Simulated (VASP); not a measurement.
# Ta (Im-3m) in VASP: notebook

Ta is run at these levels: PBEsol; tasks: single point, relaxation of cell and atoms.

Everything below comes from runs of VASP 6.6.1. Logs are shortened: lines on timing, memory, paths and dates and some standing lists are left out, and cuts for length are marked.

**1. The cell of the first run**

Symmetry: Im-3m, No. 229, cubic system. The conventional cell has a = 3.310 Å, b = 3.310 Å, c = 3.310 Å, α = 90.00°, β = 90.00°, γ = 90.00°. Within 3.8 Å of Ta (site symmetry m-3m) lie 14 Ta at 2.87 to 3.31 Å.

**2. Single point, PBEsol**

The input, INCAR:

```
SYSTEM = Ta
ALGO = Normal
EDIFF = 1E-6
ENCUT = 520
GGA = PS
ISIF = 2
ISMEAR = 0
LASPH = .TRUE.
LCHARG = .FALSE.
LREAL = .FALSE.
LWAVE = .FALSE.
NBANDS = 12
NELM = 100
PREC = Accurate
SIGMA = 0.1
```

The input, KPOINTS:

```
k-points
0
G
  8 8 8
  0 0 0
```

The input, POSCAR:

```
Ta
1.0
   -1.6549278069      1.6549278069      1.6549278069
    1.6549278069     -1.6549278069      1.6549278069
    1.6549278069      1.6549278069     -1.6549278069
Ta
1
Direct
    0.0000000000      0.0000000000      0.0000000000
```

Potentials or basis: VASP PAW PBE potentials, release 64 (Ta_pv).

The run is started by

```bash
$ cat potpaw_PBE.64/Ta_pv/POTCAR > POTCAR
$ mpirun -np 1 vasp_std > vasp.out
```

OUTCAR:

```text
SYSTEM = Ta
   EDIFF = 1E-6
   ENCUT = 520
   GGA = PS
   ISIF = 2
   ISMEAR = 0
   LASPH = .TRUE.
   LREAL = .FALSE.
   NELM = 100
   PREC = Accurate

 ion  position               nearest neighbor table
   1  0.000  0.000  0.000-

  LATTYP: Found a body centered cubic cell.
 ALAT       =     3.3098556138

  Lattice vectors:

 A1 = (  -1.6549278069,   1.6549278069,   1.6549278069)
 A2 = (   1.6549278069,  -1.6549278069,   1.6549278069)
 A3 = (   1.6549278069,   1.6549278069,  -1.6549278069)

Analysis of symmetry for initial positions (statically):
=====================================================================
 Subroutine PRICEL returns:
 Original cell was already a primitive cell.

 Routine SETGRP: Setting up the symmetry group for a
 body centered cubic supercell.

 Subroutine GETGRP returns: Found 48 space group operations
[... 9 lines left out ...]

 Routine SETGRP: Setting up the symmetry group for a
 body centered cubic supercell.

 Subroutine GETGRP returns: Found 48 space group operations
[... 11 lines left out ...]
                                     Primitive cell

  volume of cell :      18.1300

  direct lattice vectors                    reciprocal lattice vectors
    -1.654927807  1.654927807  1.654927807     0.000000000  0.302127983  0.302127983
     1.654927807 -1.654927807  1.654927807     0.302127983  0.000000000  0.302127983
     1.654927807  1.654927807 -1.654927807     0.302127983  0.302127983  0.000000000

  length of vectors
     2.866419044  2.866419044  2.866419044     0.427273491  0.427273491  0.427273491

  position of ions in fractional coordinates (direct lattice)
     0.000000000  0.000000000  0.000000000

  ion indices of the primitive-cell ions
   primitive index   ion index
                 1           1

----------------------------------------------------------------------------------------

 KPOINTS: k-points

Automatic generation of k-mesh.
 Grid dimensions read from file:
 generate k-points for:    8    8    8

 Generating k-lattice:

  Cartesian coordinates                     Fractional coordinates (reciprocal lattice)
     0.000000000  0.037765998  0.037765998     0.125000000  0.000000000  0.000000000
     0.037765998  0.000000000  0.037765998     0.000000000  0.125000000  0.000000000
     0.037765998  0.037765998  0.000000000     0.000000000  0.000000000  0.125000000

  Length of vectors
     0.053409186  0.053409186  0.053409186

  Shift w.r.t. Gamma in fractional coordinates (k-lattice)
     0.000000000  0.000000000  0.000000000

[... 51 lines left out ...]
   LREAL  =      F    real-space projection
   EDIFFG = 0.1E-04   stopping-criterion for IOM
   NSW    =      0    number of steps for IOM
   IBRION =     -1    ionic relax: 0-MD 1-quasi-New 2-CG
   NFREE  =      0    steps in history (QN), initial steepest desc. (CG)
   ISIF   =      2    stress and relaxation
   ISYM   =      2    0-nonsym 1-usesym 2-fastsym
   POTIM  = 0.5000    time-step for ionic-motion
   TEBEG  =    0.0;   TEEND  =   0.0 temperature during run
   PSTRESS=    0.0 pullay stress
   NELECT =      11.0000    total number of electrons
   NUPDOWN=      -1.0000    fix difference up-down
   EMIN   =  10.00;   EMAX   =-10.00  energy-range for DOS
   EFERMI =   0.00;   METHOD = LEGACY
   ISMEAR =     0;   SIGMA  =   0.10  broadening in eV -4-tet -1-fermi 0-gaus
   EFERMI_NEDOS =   21; number of points for ismear=-14 and -15
   IALGO  =     38    algorithm
   IMIX   =      4    mixing-type and parameters
     AMIX     =   0.40;   BMIX     =  1.00
     AMIX_MAG =   1.60;   BMIX_MAG =  1.00
  volume/ion in A,a.u.               =      18.13       122.35
  Fermi-wavevector in a.u.,A,eV,Ry     =   1.385926  2.619020 26.133942  1.920791
  Thomas-Fermi vector in A             =   2.510290
   LORBIT       =      0    0 simple, 1 ext, 2 COOP (PROOUT), +10 PAW based schemes
   GGA     = PS    functional components
   LHFCALC =     F    Hartree Fock is set to
   AEXX    =    0.0000 exact exchange contribution
   IVDW    =     0    specifies the selected vdW correction
   LEPSILON=     F    determine dielectric tensor
   LRPA    =     F    only Hartree local field effects (RPA)
 non-spin polarized calculation
 Gauss-broadening in eV      SIGMA  =   0.10
  energy-cutoff  :      520.00
  volume of cell :       18.13
 maximum number of plane-waves:       496
 NGX is ok and might be reduce to    24
   NGX = 11   NGY = 11   NGZ = 11

 number of electron      11.0000001 magnetization

 Free energy of the ion-electron system (eV)
  ---------------------------------------------------
  ext. energy  EPLUGINS =         0.00000000
  ---------------------------------------------------
  free energy    TOTEN  =       -12.57028144 eV

  energy without entropy =      -12.56646998  energy(sigma->0) =      -12.56837571

 E-fermi :   5.2830     XC(G=0): -12.6901

 val. band max:        5.1875828259   @ k =   0.2500   0.0000   0.0000
 cond. band min:       5.3297389593   @ k =  -0.2500   0.2500   0.1250
 fundamental gap:      0.1421561334
 Fermi energy:         5.2830488936

 k-point     1 :       0.0000    0.0000    0.0000
  band No.  band energies     occupation
      1     -27.7548      2.00000
      2     -27.7548      2.00000
      3     -27.7548      2.00000
      4      -2.6373      2.00000
      5       6.0037      0.00000
      6       6.0037      0.00000
      7       6.0037      0.00000
      8       9.2474      0.00000
      9       9.2474      0.00000
     10      19.9463      0.00000
     11      20.2740      0.00000
     12      20.2740      0.00000
[... 331 lines left out ...]
 k-point    24 :      -0.3750    0.3750    0.2500
  band No.  band energies     occupation
      1     -28.6195      2.00000
      2     -28.2929      2.00000
      3     -28.1866      2.00000
      4       2.4549      2.00000
      5       3.3101      2.00000
      6       6.5381      0.00000
      7       7.2162      0.00000
      8      10.6746      0.00000
      9      10.7434      0.00000
     10      19.1634      0.00000
     11      19.9724      0.00000
     12      21.4743      0.00000

 [... further k-points ...]
[... 5 lines left out ...]
  --------------------------------------------------------------------------------------
  -------------------------------------------------------------------------------------
  Total       -0.7911296     -0.7911296     -0.7911296      0.0000000      0.0000000     -0.0000000
  in kB      -69.9135012    -69.9135012    -69.9135012      0.0000000      0.0000000     -0.0000000
  external PRESSURE =     -69.9135012 kB  Pullay stress =       0.0000000 kB

 VOLUME and BASIS-vectors are now :
 -----------------------------------------------------------------------------
  energy-cutoff  :      520.00
  volume of cell :       18.13
      direct lattice vectors                 reciprocal lattice vectors
    -1.654927807  1.654927807  1.654927807     0.000000000  0.302127983  0.302127983
     1.654927807 -1.654927807  1.654927807     0.302127983  0.000000000  0.302127983
     1.654927807  1.654927807 -1.654927807     0.302127983  0.302127983  0.000000000

 POSITION                                       TOTAL-FORCE (eV/Angst)
 -----------------------------------------------------------------------------------
      0.00000      0.00000      0.00000        -0.000000      0.000000      0.000000
 -----------------------------------------------------------------------------------
    total drift:                                0.000000      0.000000      0.000000

  FREE ENERGIE OF THE ION-ELECTRON SYSTEM (eV)
  ---------------------------------------------------
  free  energy   TOTEN  =       -12.5702814411 eV

  energy  without entropy=      -12.5664699770  energy(sigma->0) =      -12.56837571
```

Wall time 5.3 s (1 thread of AMD EPYC 7R13 (Zen 3), shared host); peak memory 0.1 GiB.

What came out:

| Property | Result |
| --- | --- |
| Free energy | -12.5703 eV |
| Pressure | -7.0 GPa |

Levels at points of the mesh, in eV from the Fermi level:
| k point | band 1 | band 2 | band 3 | band 4 | band 5 | band 6 | band 7 | band 8 | band 9 | band 10 |
| --- | --- | --- | --- | --- | --- | --- | --- | --- | --- | --- |
| (0.00, 0.00, 0.00) | -33.04 | -33.04 | -33.04 | -7.92 | 0.72 | 0.72 | 0.72 | 3.96 | 3.96 | 14.66 |
| (0.50, 0.00, 0.00) | -34.20 | -33.41 | -33.04 | -4.37 | -1.54 | 1.56 | 3.84 | 4.86 | 7.75 | 11.60 |
| (0.50, 0.50, 0.50) | -33.85 | -33.85 | -33.85 | -3.78 | -3.78 | 6.79 | 6.79 | 6.79 | 8.59 | 8.59 |

Caveat: the PAW data sets were made with another functional, which shifts forces and pressure a little; spin-orbit coupling is left out, which moves the levels of the heavy elements.

**3. Single point, PBEsol**

This run uses another cell than the first one, of 17.65 Å³/atom, 0.974 times its volume.

The input, INCAR:

```
PREC     = Accurate       # precision mode
ENCUT    = 520            # plane-wave cutoff, eV
EDIFF    = 1E-6           # SCF threshold, eV
ISMEAR   = 0              # smearing method
SIGMA    = 0.1            # smearing width, eV
LREAL    = F              # projectors in reciprocal space
LASPH    = T              # aspherical terms in the spheres
NELM     = 80             # most SCF steps
ALGO     = Fast           # electronic algorithm
ISIF     = 2              # what is computed and relaxed
LWAVE    = F              # write WAVECAR
LCHARG   = F              # write CHGCAR
GGA      = PS             # functional
NBANDS   = 12             # bands
```

The input, KPOINTS:

```
regular mesh
0
Gamma
  18 18 18
```

The input, POSCAR:

```
Ta
1.0
   -1.6402410435      1.6402410435      1.6402410435
    1.6402410435     -1.6402410435      1.6402410435
    1.6402410435      1.6402410435     -1.6402410435
Ta
1
Direct
    0.0000000000      0.0000000000      0.0000000000
```

Potentials or basis: VASP PAW PBE potentials, release 64 (Ta_pv).

The run is started by

```bash
$ cat potpaw_PBE.64/Ta_pv/POTCAR > POTCAR
$ mpirun -np 1 vasp_std > vasp.out
```

It took 25 s on 1 thread of Intel Xeon Platinum 8259CL at 2.50GHz (Skylake/Cascade Lake), shared host; peak memory 0.17 GiB.

Results (log left out):

| Quantity | Value |
| --- | --- |
| Free energy | -12.5554 eV |
| Pressure | 0.2 GPa |

Levels at points of the mesh, in eV from the Fermi level:
| k point | band 1 | band 2 | band 3 | band 4 | band 5 | band 6 | band 7 | band 8 | band 9 | band 10 |
| --- | --- | --- | --- | --- | --- | --- | --- | --- | --- | --- |
| (0.00, 0.00, 0.00) | -32.95 | -32.95 | -32.95 | -8.02 | 0.71 | 0.71 | 0.71 | 4.05 | 4.05 | 15.13 |
| (0.50, 0.00, 0.00) | -34.21 | -33.36 | -32.96 | -4.49 | -1.62 | 1.70 | 3.95 | 5.00 | 8.00 | 12.03 |
| (0.50, 0.50, 0.50) | -33.83 | -33.83 | -33.83 | -3.94 | -3.94 | 7.00 | 7.00 | 7.00 | 8.84 | 8.84 |

Caveat: the PAW data sets were made with another functional, which shifts forces and pressure a little; spin-orbit coupling is left out, which moves the levels of the heavy elements.

**4. Relaxation of cell and atoms, PBEsol**

The input, INCAR:

```
  ALGO = Normal
  EDIFF = 1E-7
  EDIFFG = -0.005
  ENCUT = 600
  GGA = PS
  IBRION = 2
  ISIF = 3
  ISMEAR = 0
  LASPH = True
  LCHARG = False
  LREAL = False
  LWAVE = False
  NELM = 80
  NSW = 100
  PREC = Accurate
  SIGMA = 0.1
```

The input, KPOINTS:

```
k-points
0
Gamma
  18 18 18
```

The input, POSCAR:

```
Ta
1.0
   -1.6549278069      1.6549278069      1.6549278069
    1.6549278069     -1.6549278069      1.6549278069
    1.6549278069      1.6549278069     -1.6549278069
Ta
1
Direct
    0.0000000000      0.0000000000      0.0000000000
```

The run is started by

```bash
$ cat potpaw_PBE.64/Ta_pv/POTCAR > POTCAR
$ mpirun -np 1 vasp_std > vasp.out
```

Wall time 32 s (1 thread of Intel Xeon Platinum 8488C (Sapphire Rapids), shared host); peak memory 0.17 GiB.

The run converged. Its results:

- Free energy: -12.5557 eV
- Relaxed volume: 17.67 Å³/atom
- Relaxed cell: a = 2.842 Å, b = 2.842 Å, c = 2.842 Å, α = 109.47°, β = 109.47°, γ = 109.47°
- Space group after relaxing (to 0.05 Å): Im-3m (No. 229)
- Energy gained by relaxing: 7.5 meV/atom
- Ionic steps: 4
- Pressure after relaxing: 0.0 GPa

The path:
| step | energy change (eV) | largest force (eV/Å) | pressure (GPa) | volume (Å³) |
| --- | --- | --- | --- | --- |
| 1 | 0.0000 | 0.0000 | -5.09 | 18.13 |
| 2 | 0.0339 | 0.0000 | 13.87 | 16.66 |
| 3 | -0.0075 | 0.0000 | -0.10 | 17.68 |
| 4 | -0.0075 | 0.0000 | 0.01 | 17.67 |

Final structure:
```yaml
crystal:
  lattice:
    - [-1.64077, 1.64077, 1.64077]
    - [1.64077, -1.64077, 1.64077]
    - [1.64077, 1.64077, -1.64077]
  atoms:
    - { symbol: Ta, position: [0.00000, 0.00000, 0.00000] }
```

Levels at points of the mesh, in eV from the Fermi level:
```csv
k point,band 1,band 2,band 3,band 4,band 5,band 6,band 7,band 8,band 9
"(0.00, 0.00, 0.00)",-32.95,-32.95,-32.95,-8.01,0.71,0.71,0.71,4.05,4.05
"(0.50, 0.00, 0.00)",-34.21,-33.36,-32.96,-4.48,-1.62,1.69,3.94,5.00,7.99
"(0.50, 0.50, 0.50)",-33.83,-33.83,-33.83,-3.94,-3.94,6.99,6.99,6.99,8.83
```

Caveat: the PAW data sets were made with another functional, which shifts forces and pressure a little; spin-orbit coupling is left out, which moves the levels of the heavy elements.

**5. Summary**

```tsv
task	cell	k mesh	cutoff (eV)	gap on the mesh (eV)	pressure (GPa)
single point	a = 2.866 Å, angles 109.5°, 1 atom	8 × 8 × 8	520	none	-7.0
single point	a = 2.841 Å, angles 109.5°, 1 atom	18 × 18 × 18	520	none	0.2
relaxation of cell and atoms	relaxed from a = 2.866 Å, angles 109.5°, 1 atom	18 × 18 × 18	600	none	0.0
```

Alike in all rows: level PBEsol; potentials or basis VASP PAW PBE potentials, release 64 (Ta_pv); no spin polarisation; smearing gaussian 0.1 eV.

Caveats: the PAW data sets were made with another functional, which shifts forces and pressure a little; spin-orbit coupling is left out, which moves the levels of the heavy elements.

Absolute energies hang on the potentials; compare differences alone.
